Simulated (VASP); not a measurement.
# Y3NbO2 (P-4m2) in VASP: a series of runs, part 3 of 3

VASP 6.6.1.

## 4. Relaxation of cell and atoms, PBE

Input file INCAR:

```
PREC = Accurate
ENCUT = 600
EDIFF = 1E-6
ISMEAR = 0
SIGMA = 0.1
LREAL = F
LASPH = T
NELM = 100
ALGO = Normal
ISIF = 3
LWAVE = F
LCHARG = F
GGA = PE
IBRION = 2
NSW = 90
EDIFFG = -0.04
```

Input file KPOINTS:

```
Automatic mesh
0
Gamma
  6 6 2
```

Input file POSCAR:

```
Y3NbO2
1.0
    3.6079116000      0.0000000000      0.0000000000
    0.0000000000      3.6079116000      0.0000000000
    0.0000000000      0.0000000000      7.9483032000
Y Nb O
3 1 2
Direct
    0.5000000000      0.5000000000      0.0000000000
    0.0000000000      0.5000000000      0.3786259900
    0.5000000000      0.0000000000      0.6213740100
    0.0000000000      0.0000000000      0.0000000000
    0.0000000000      0.5000000000      0.7376120100
    0.5000000000      0.0000000000      0.2623879900
```

Potentials or basis: VASP PAW PBE potentials, release 64 (Y_sv, Nb_sv, O).

On the command line:

```
$ cat potpaw_PBE.64/Y_sv/POTCAR potpaw_PBE.64/Nb_sv/POTCAR potpaw_PBE.64/O/POTCAR > POTCAR
$ mpirun -np 1 vasp_std > vasp.out
```

OUTCAR:

```text
PREC = Accurate
   ENCUT = 600
   EDIFF = 1E-6
   ISMEAR = 0
   LREAL = F
   LASPH = T
   NELM = 100
   ISIF = 3
   GGA = PE
   IBRION = 2
   NSW = 90
   EDIFFG = -0.04

 ion  position               nearest neighbor table
   1  0.500  0.500  0.000-   4 2.55   4 2.55   4 2.55   4 2.55   6 2.76   6 2.76   5 2.76   5 2.76
                             2 3.51   3 3.51   3 3.51   2 3.51
   2  0.000  0.500  0.379-   6 2.71   6 2.71   6 2.71   6 2.71   5 2.85   3 3.20   3 3.20   3 3.20
                             3 3.20   1 3.51   4 3.51   4 3.51   1 3.51
   3  0.500  0.000  0.621-   5 2.71   5 2.71   5 2.71   5 2.71   6 2.85   2 3.20   2 3.20   2 3.20
                             2 3.20   4 3.51   1 3.51   4 3.51   1 3.51
   4  0.000  0.000  0.000-   1 2.55   1 2.55   1 2.55   1 2.55   2 3.51   3 3.51   3 3.51   2 3.51

   5  0.000  0.500  0.738-   3 2.71   3 2.71   3 2.71   3 2.71   1 2.76   1 2.76   2 2.85
   6  0.500  0.000  0.262-   2 2.71   2 2.71   2 2.71   2 2.71   1 2.76   1 2.76   3 2.85

  LATTYP: Found a simple tetragonal cell.
 ALAT       =     3.6079116000
 C/A-ratio  =     2.2030204953

  Lattice vectors:

 A1 = (   3.6079116000,   0.0000000000,   0.0000000000)
 A2 = (   0.0000000000,   3.6079116000,   0.0000000000)
 A3 = (   0.0000000000,   0.0000000000,   7.9483032000)

Analysis of symmetry for initial positions (statically):
=====================================================================
 Subroutine PRICEL returns:
 Original cell was already a primitive cell.

 Routine SETGRP: Setting up the symmetry group for a
 simple tetragonal supercell.

 Subroutine GETGRP returns: Found  8 space group operations
 (whereof  8 operations were pure point group operations)
 out of a pool of 16 trial point group operations.

The static configuration has the point symmetry D_2d.

Analysis of symmetry for dynamics (positions and initial velocities):
=====================================================================
 Subroutine PRICEL returns:
 Original cell was already a primitive cell.

 Routine SETGRP: Setting up the symmetry group for a
 simple tetragonal supercell.

 Subroutine GETGRP returns: Found  8 space group operations
 (whereof  8 operations were pure point group operations)
 out of a pool of 16 trial point group operations.

The dynamic configuration has the point symmetry D_2d.

 Subroutine INISYM returns: Found  8 space group operations
 (whereof  8 operations are pure point group operations),
 and found     1 'primitive' translations

----------------------------------------------------------------------------------------

                                     Primitive cell

  volume of cell :     103.4633

  direct lattice vectors                    reciprocal lattice vectors
     3.607911600  0.000000000  0.000000000     0.277168653  0.000000000  0.000000000
     0.000000000  3.607911600  0.000000000     0.000000000  0.277168653  0.000000000
     0.000000000  0.000000000  7.948303200     0.000000000  0.000000000  0.125813016

  length of vectors
     3.607911600  3.607911600  7.948303200     0.277168653  0.277168653  0.125813016

  position of ions in fractional coordinates (direct lattice)
     0.500000000  0.500000000  0.000000000
     0.000000000  0.500000000  0.378625990
     0.500000000  0.000000000  0.621374010
     0.000000000  0.000000000  0.000000000
     0.000000000  0.500000000  0.737612010
[... 43 lines left out ...]
  0.166667  0.166667  0.000000      4.000000
  0.333333  0.166667  0.000000      8.000000
[... 12 lines left out ...]
  0.500000  0.333333  0.500000      4.000000
  0.500000  0.500000  0.500000      1.000000
   k-points           NKPTS =     20   k-points in BZ     NKDIM =     20   number of bands    NBANDS=     34
   number of dos      NEDOS =    301   number of ions     NIONS =      6
   total plane-waves  NPLWV =  57600
   dimension x,y,z NGX =    30 NGY =   30 NGZ =   64
   dimension x,y,z NGXF=    60 NGYF=   60 NGZF=  128
   ions per type =               3   1   2
   NGX,Y,Z   is equivalent  to a cutoff of  13.82, 13.82, 13.39 a.u.
   NGXF,Y,Z  is equivalent  to a cutoff of  27.65, 27.65, 26.77 a.u.
 SYSTEM =  unknown system
   PREC   = accura    normal or accurate (medium, high low for compatibility)
   ISTART =      0    job   : 0-new  1-cont  2-samecut
   ICHARG =      2    charge: 1-file 2-atom 10-const
   ISPIN  =      1    spin polarized calculation?
   LNONCOLLINEAR =      F non collinear calculations
   LSORBIT =      F    spin-orbit coupling
   LASPH  =      T    aspherical Exc in radial PAW
   ENCUT  =  600.0 eV  44.10 Ry    6.64 a.u.   7.21  7.21 15.87*2*pi/ulx,y,z
   NELM   =    100;   NELMIN=  2; NELMDL= -5     # of ELM steps
   EDIFF  = 0.1E-05   stopping-criterion for ELM
   LREAL  =      F    real-space projection
   EDIFFG = -.4E-01   stopping-criterion for IOM
   NSW    =     90    number of steps for IOM
   IBRION =      2    ionic relax: 0-MD 1-quasi-New 2-CG
   NFREE  =      1    steps in history (QN), initial steepest desc. (CG)
   ISIF   =      3    stress and relaxation
   ISYM   =      2    0-nonsym 1-usesym 2-fastsym
   POTIM  = 0.5000    time-step for ionic-motion
   TEBEG  =    0.0;   TEEND  =   0.0 temperature during run
   PSTRESS=    0.0 pullay stress
   NELECT =      58.0000    total number of electrons
   NUPDOWN=      -1.0000    fix difference up-down
   EMIN   =  10.00;   EMAX   =-10.00  energy-range for DOS
   EFERMI =   0.00;   METHOD = LEGACY
   ISMEAR =     0;   SIGMA  =   0.10  broadening in eV -4-tet -1-fermi 0-gaus
   EFERMI_NEDOS =   21; number of points for ismear=-14 and -15
   IALGO  =     38    algorithm
   IMIX   =      4    mixing-type and parameters
     AMIX     =   0.40;   BMIX     =  1.00
     AMIX_MAG =   1.60;   BMIX_MAG =  1.00
  volume/ion in A,a.u.               =      17.24       116.37
  Fermi-wavevector in a.u.,A,eV,Ry     =   1.349860  2.550866 24.791479  1.822122
  Thomas-Fermi vector in A             =   2.477412
   LORBIT       =      0    0 simple, 1 ext, 2 COOP (PROOUT), +10 PAW based schemes
   GGA     = PE    functional components
   LHFCALC =     F    Hartree Fock is set to
   AEXX    =    0.0000 exact exchange contribution
   IVDW    =     0    specifies the selected vdW correction
   LEPSILON=     F    determine dielectric tensor
   LRPA    =     F    only Hartree local field effects (RPA)
 conjugate gradient relaxation of ions
 non-spin polarized calculation
 Gauss-broadening in eV      SIGMA  =   0.10
  energy-cutoff  :      600.00
  volume of cell :      103.46
 maximum number of plane-waves:      3488
 NGX is ok and might be reduce to    30
   NGX = 15   NGY = 15   NGZ = 31

--------------------------------------- Ionic step        1  -------------------------------------------

 number of electron      58.0000007 magnetization

 Free energy of the ion-electron system (eV)
  ---------------------------------------------------
  ext. energy  EPLUGINS =         0.00000000
  ---------------------------------------------------
  free energy    TOTEN  =       -42.79725318 eV

  energy without entropy =      -42.77933684  energy(sigma->0) =      -42.78829501

------------------------ aborting loop because EDIFF is reached ----------------------------------------

  FORCE on cell =-STRESS in cart. coord.  units (eV):
  Direction    XX          YY          ZZ          XY          YZ          ZX
  --------------------------------------------------------------------------------------
  -------------------------------------------------------------------------------------
  Total        6.7352206      6.7352206     -4.0977128      0.0000000      0.0000000      0.0000000
  in kB      104.2980539    104.2980539    -63.4550068      0.0000000      0.0000000      0.0000000
  external PRESSURE =      48.3803670 kB  Pullay stress =       0.0000000 kB
[... 101 lines left out ...]
  FREE ENERGIE OF THE ION-ELECTRON SYSTEM (eV)
  ---------------------------------------------------
  free  energy   TOTEN  =       -43.4542221336 eV

  energy  without entropy=      -43.4182203155  energy(sigma->0) =      -43.43622122

[... ionic steps 4 to 29 ...]

--------------------------------------- Ionic step       30  -------------------------------------------

 number of electron      58.0000005 magnetization

------------------------ aborting loop because EDIFF is reached ----------------------------------------
[... 75 lines left out ...]
--------------------------------------- Ionic step       32  -------------------------------------------

 number of electron      58.0000007 magnetization

 Free energy of the ion-electron system (eV)
  ---------------------------------------------------
  ext. energy  EPLUGINS =         0.00000000
  ---------------------------------------------------
  free energy    TOTEN  =       -44.22820186 eV

  energy without entropy =      -44.20840116  energy(sigma->0) =      -44.21830151

 E-fermi :   5.3664     XC(G=0): -10.5473

 val. band max:        5.3659928996   @ k =   0.5000   0.5000   0.5000
 cond. band min:       5.3758669808   @ k =   0.3333   0.0000   0.0000
 fundamental gap:      0.0098740811
 Fermi energy:         5.3664263698

 k-point     1 :       0.0000    0.0000    0.0000
  band No.  band energies     occupation
      1     -49.6142      2.00000
      2     -37.7102      2.00000
      3     -37.6744      2.00000
      4     -36.1377      2.00000
      5     -25.8204      2.00000
      6     -25.8204      2.00000
[... 762 lines left out ...]
  FREE ENERGIE OF THE ION-ELECTRON SYSTEM (eV)
  ---------------------------------------------------
  free  energy   TOTEN  =       -44.2282018576 eV

  energy  without entropy=      -44.2084011593  energy(sigma->0) =      -44.21830151

 reached required accuracy - stopping structural energy minimisation
```

It took 21 min on 1 thread of AMD EPYC 9R45 (Zen 5), shared host; peak memory 0.27 GiB.

Results:

| Item | Value |
| --- | --- |
| Free energy | -44.2282 eV |
| Relaxed volume | 19.41 Å³/atom |
| Relaxed cell | a = 3.797 Å, b = 3.797 Å, c = 8.079 Å, α = 90.00°, β = 90.00°, γ = 90.00° |
| Space group after relaxing (to 0.1 Å) | P-4m2 (No. 115) |
| Energy gained by relaxing | 238.5 meV/atom |
| Ionic steps | 32 |
| Pressure after relaxing | 0.0 GPa |
| Largest force after relaxing | 0.015 eV/Å |
| Band gap on the k mesh | zero (bands 29 and 30 overlap by 1.05 eV) |

Forces in eV/Å, atoms in the order of the input:
```
Y    0.000  0.000  0.000
Y    0.000  0.000 -0.015
Y    0.000  0.000  0.015
Nb   0.000  0.000  0.000
O    0.000  0.000  0.004
O    0.000  0.000 -0.004
```

Step by step:
| step | energy change (eV) | largest force (eV/Å) | pressure (GPa) | volume (Å³) |
| --- | --- | --- | --- | --- |
| 1 | 0.0000 | 2.2533 | 4.84 | 103.46 |
| 2 | -0.6478 | 0.4686 | -2.23 | 111.18 |
| 3 | -0.6570 | 0.3140 | -3.02 | 112.52 |
| 4 | -0.6570 | 0.3091 | -2.86 | 112.25 |
| 5 | -0.7277 | 0.2622 | 0.24 | 107.55 |
| 6 | -0.7279 | 0.2593 | 0.38 | 107.35 |
| 7 | -0.7422 | 0.3276 | 0.38 | 107.47 |
| 8 | -0.7884 | 0.5012 | 0.49 | 107.81 |
| 9 | -0.8511 | 0.5267 | 0.65 | 108.33 |
| 10 | -0.8507 | 0.4889 | 0.70 | 108.46 |
| 11 | -0.8552 | 0.4782 | 0.64 | 108.58 |
| 12 | -0.8658 | 0.4513 | 0.46 | 108.93 |
| 13 | -0.8733 | 0.4135 | 0.17 | 109.62 |
| 14 | -0.8887 | 0.3387 | 0.12 | 109.67 |
| 15 | -0.9283 | 0.2329 | 0.04 | 109.84 |
| 16 | -0.9787 | 0.3001 | -0.01 | 110.13 |
| 17 | -0.9493 | 1.1899 | 0.27 | 110.56 |
| 18 | -0.9890 | 0.5973 | 0.03 | 110.30 |
| 19 | -1.0162 | 0.6505 | 0.11 | 110.41 |
| 20 | -1.1042 | 0.7570 | 0.49 | 110.70 |
| 21 | -1.2669 | 0.7740 | 1.72 | 111.04 |
| 22 | -1.1337 | 0.3981 | 5.87 | 110.81 |
| 23 | -1.3264 | 0.6413 | 2.81 | 111.10 |
| 24 | -1.3597 | 0.5338 | 2.06 | 112.32 |
| 25 | -1.4011 | 0.3104 | 0.52 | 115.04 |
| 26 | -1.4056 | 0.2259 | -0.08 | 116.20 |
| 27 | -1.4165 | 0.1632 | -0.02 | 116.14 |
| 28 | -1.4293 | 0.0728 | 0.17 | 115.93 |
| 29 | -1.4297 | 0.0705 | 0.06 | 116.11 |
| 30 | -1.4302 | 0.0644 | -0.21 | 116.59 |
| 31 | -1.4306 | 0.0478 | -0.14 | 116.55 |
| 32 | -1.4309 | 0.0147 | 0.03 | 116.47 |

Final structure:
```
Y Nb O
1.0
     3.79673    0.00000    0.00000
     0.00000    3.79673    0.00000
     0.00000    0.00000    8.07944
Y Nb O
3 1 2
Direct
  0.50000 0.50000 0.00000
  0.00000 0.50000 0.34925
  0.50000 0.00000 0.65075
  0.00000 0.00000 0.00000
  0.00000 0.50000 0.81009
  0.50000 0.00000 0.18991
```

Levels at points of the mesh, in eV from the Fermi level:
```tsv
k point	band 26	band 27	band 28	band 29	band 30	band 31	band 32	band 33
(0.00, 0.00, 0.00)	-2.22	-1.90	-0.94	-0.36	0.31	0.74	0.93	1.40
(0.50, 0.00, 0.00)	-1.15	-0.65	-0.43	0.26	0.73	0.75	1.42	1.79
(0.50, 0.50, 0.00)	-1.38	-0.90	-0.89	-0.05	-0.01	0.67	0.67	1.20
(0.00, 0.00, 0.50)	-2.22	-1.45	-1.19	-0.72	-0.48	0.41	0.65	1.28
(0.50, 0.00, 0.50)	-0.84	-0.72	-0.68	0.57	0.62	0.74	1.19	1.48
(0.50, 0.50, 0.50)	-1.70	-0.91	-0.89	-0.09	0.00	1.26	1.26	1.46
```

Caveat: the k points lie up to 0.39 Å⁻¹ apart in the final cell, too coarse for converged energies and pressures of a metal.

## 5. Single point, PBE

This run uses another cell than the first one, of 19.55 Å³/atom.

Input file INCAR:

```
SYSTEM = Y3NbO2
ALGO = Normal ; EDIFF = 1E-6
ENCUT = 520 ; GGA = PE
ISIF = 2 ; ISMEAR = 0
LASPH = .True. ; LCHARG = .False.
LREAL = .False. ; LWAVE = .False.
NBANDS = 38 ; NELM = 80
PREC = Accurate ; SIGMA = 0.1
```

Input file KPOINTS:

```
k-points
0
Gamma
  10 10 6
  0 0 0
```

Input file POSCAR:

```
Y3NbO2
1.0
    3.7949938162      0.0000000000      0.0000000000
    0.0000000000      3.7949938162      0.0000000000
    0.0000000000      0.0000000000      8.1427854469
Y Nb O
3 1 2
Direct
    0.5000000000      0.5000000000      0.0000000000
    0.0000000000      0.5000000000      0.3480184669
    0.5000000000      0.0000000000      0.6519815331
    0.0000000000      0.0000000000      0.0000000000
    0.0000000000      0.5000000000      0.8112664361
    0.5000000000      0.0000000000      0.1887335639
```

On the command line:

```
$ cat potpaw_PBE.64/Y_sv/POTCAR potpaw_PBE.64/Nb_sv/POTCAR potpaw_PBE.64/O/POTCAR > POTCAR
$ mpirun -np 1 vasp_std > vasp.out
```

Run time: 3.4 min. Hardware: 1 thread of AMD EPYC 9R45 (Zen 5), shared host; peak memory 0.45 GiB.

The run converged. Its results:

- Free energy: -44.1861 eV
- Pressure: -0.1 GPa
- Band gap on the k mesh: zero (bands 29 and 30 overlap by 1.09 eV)

Forces on the atoms (eV/Å):
```
Y    0.000  0.000  0.000
Y    0.000  0.000  0.001
Y    0.000  0.000 -0.001
Nb   0.000  0.000  0.000
O    0.000  0.000 -0.003
O    0.000  0.000  0.003
```

Levels at points of the mesh, in eV from the Fermi level:
```csv
k point,band 26,band 27,band 28,band 29,band 30,band 31,band 32,band 33
"(0.00, 0.00, 0.00)",-2.17,-1.86,-0.90,-0.33,0.29,0.72,0.89,1.45
"(0.50, 0.00, 0.00)",-1.11,-0.65,-0.41,0.31,0.78,0.81,1.44,1.76
"(0.50, 0.50, 0.00)",-1.33,-0.86,-0.85,-0.03,0.00,0.65,0.65,1.25
"(0.00, 0.00, 0.50)",-2.17,-1.43,-1.17,-0.68,-0.45,0.40,0.64,1.33
"(0.50, 0.00, 0.50)",-0.82,-0.69,-0.69,0.63,0.65,0.80,1.17,1.45
"(0.50, 0.50, 0.50)",-1.65,-0.86,-0.84,-0.08,0.01,1.24,1.24,1.50
```

## 6. The runs side by side

| task | cell | k mesh | cutoff (eV) | gap on the mesh (eV) | pressure (GPa) | largest force (eV/Å) |
| --- | --- | --- | --- | --- | --- | --- |
| single point | a = 3.608, b = 3.608, c = 7.948 Å, 6 atoms, atomic positions A | 6 × 6 × 2 | 520 | none | 4.9 | 2.25 |
| single point | a = 3.792, b = 3.792, c = 8.090 Å, 6 atoms, atomic positions B | 6 × 6 × 2 | 520 | none | 0.2 | 0.01 |
| relaxation of cell and atoms | relaxed from a = 3.608, b = 3.608, c = 7.948 Å, 6 atoms, atomic positions A | 6 × 6 × 2 | 600 | none | 0.0 | 0.01 |
| single point | a = 3.795, b = 3.795, c = 8.143 Å, 6 atoms, atomic positions B | 10 × 10 × 6 | 520 | none | -0.1 | - |

Alike in all rows: level PBE; potentials or basis VASP PAW PBE potentials, release 64 (Y_sv, Nb_sv, O); no spin polarisation; smearing gaussian 0.1 eV.

Caveats: some runs use coarse meshes; forces of over 1 eV/Å act on the atoms, so gaps and moduli don't describe the material at rest (at least some runs).

Total energies depend on the potentials used, so only differences within one code and one set of settings carry meaning.
